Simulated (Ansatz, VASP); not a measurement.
Ca2C in VASP and in Ansatz

POSCAR

```
Ca2C
1.0
    0.0000000000      3.1285803947      3.1285803947
    3.1285803947      0.0000000000      3.1285803947
    3.1285803947      3.1285803947      0.0000000000
C Ca
1 2
Direct
    0.0000000000      0.0000000000      0.0000000000
    0.2500000000      0.2500000000      0.2500000000
    0.7500000000      0.7500000000      0.7500000000
```

File INCAR.step1:

```
  PREC = Accurate
  ENCUT = 520
  EDIFF = 1E-5
  ISMEAR = 0
  SIGMA = 0.01
  LREAL = F
  LASPH = T
  NELM = 80
  ALGO = Normal
  ISIF = 2
  LWAVE = T
  LCHARG = F
  NBANDS = 19
  GGA = PE
```

INCAR.step2

```
  PREC = Accurate
  ENCUT = 520
  EDIFF = 1E-6
  ISMEAR = 0
  SIGMA = 0.01
  LREAL = F
  LASPH = T
  NELM = 80
  ALGO = Normal
  ISIF = 2
  LWAVE = F
  LCHARG = F
  GGA = PE
  LHFCALC = T
  AEXX = 0.4
  HFSCREEN = 0.5
  PRECFOCK = Normal
  NBANDS = 19
  ISTART = 1
```

Contents of KPOINTS:

```
Automatic mesh
0
Gamma
  4 4 4
```

Input for Ansatz:

```yaml
crystal:
  lattice:
    - [0.0, 3.1285803947, 3.1285803947]
    - [3.1285803947, 0.0, 3.1285803947]
    - [3.1285803947, 3.1285803947, 0.0]
  atoms:
    - { symbol: C, position: [0.0, 0.0, 0.0] }
    - { symbol: Ca, position: [0.25, 0.25, 0.25] }
    - { symbol: Ca, position: [0.75, 0.75, 0.75] }
kpoints:
  mp_grid: { grid: [4, 4, 4] }
hamiltonian:
  xc: { exchange: pbe, correlation: pbe, exx: { coeff: 0.4, omega: 0.5 } }
scf:
  occupations: { method: fixed }
  n_extra_bands: 4
output:
  forces: true
  stress: true
  eigenvalues: true
```

Alike in both runs: task single point; functional PBE-based screened hybrid with a share of 0.4 of exact exchange and HFSCREEN = 0.5; k mesh 4 × 4 × 4; no spin polarisation.

|  | VASP | Ansatz |
| --- | --- | --- |
| version | VASP 6.6.1 | Ansatz 0.2.0 |
| potentials or method | VASP PAW PBE potentials, release 64 (C, Ca_sv) | plane waves |
| plane-wave cutoff (eV) | 520 | 420 |
| occupations | gaussian, width 0.01 eV | fixed |
| valence electrons in the cell | 24 | 24 |

```tsv
	VASP	Ansatz	Ansatz less VASP
gap on the k mesh at the Fermi level (eV)	0.62	0.62	+0.006
pressure (GPa)	0.7	0.5	-0.25
```

VASP's potentials were made for PBE, not for PBE-based screened hybrid. Ansatz's warnings: stress exchange threshold loose, stress scf threshold loose.

The k mesh is coarse, so the values compare programs but aren't converged.
